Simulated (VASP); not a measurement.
Input of a VASP 6.6.1 run:

File INCAR:

```
SYSTEM = MgO
PREC = Accurate ; ENCUT = 520
EDIFF = 1E-6 ; ISMEAR = 0
SIGMA = 0.01 ; LREAL = .False.
LASPH = .True. ; NELM = 80
ALGO = Normal ; ISIF = 2
LWAVE = .False. ; LCHARG = .True.
GGA = PE ; LELF = .True.
LVHAR = .True. ; NBANDS = 11
```

File KPOINTS:

```
regular mesh
0
Gamma
  8 8 8
  0 0 0
```

The input POSCAR:

```
MgO
1.0
    0.0000000000      2.3061620622      2.3061620622
    2.3061620622      0.0000000000      2.3061620622
    2.3061620622      2.3061620622      0.0000000000
Mg O
1 1
Direct
    0.5000000000      0.5000000000      0.5000000000
    0.2500000000      0.2500000000      0.2500000000
```

Potentials or basis: VASP PAW PBE potentials, release 64 (Mg, O).

Run with:

```console
$ cat potpaw_PBE.64/Mg/POTCAR potpaw_PBE.64/O/POTCAR > POTCAR
$ mpirun -np 1 vasp_std > vasp.out
```

**Question.** Estimate the band gap on the k mesh.

**Answer.** 3.46 eV, direct.

**Question.** What does it give for the pressure?

**Answer.** -0.4 GPa.
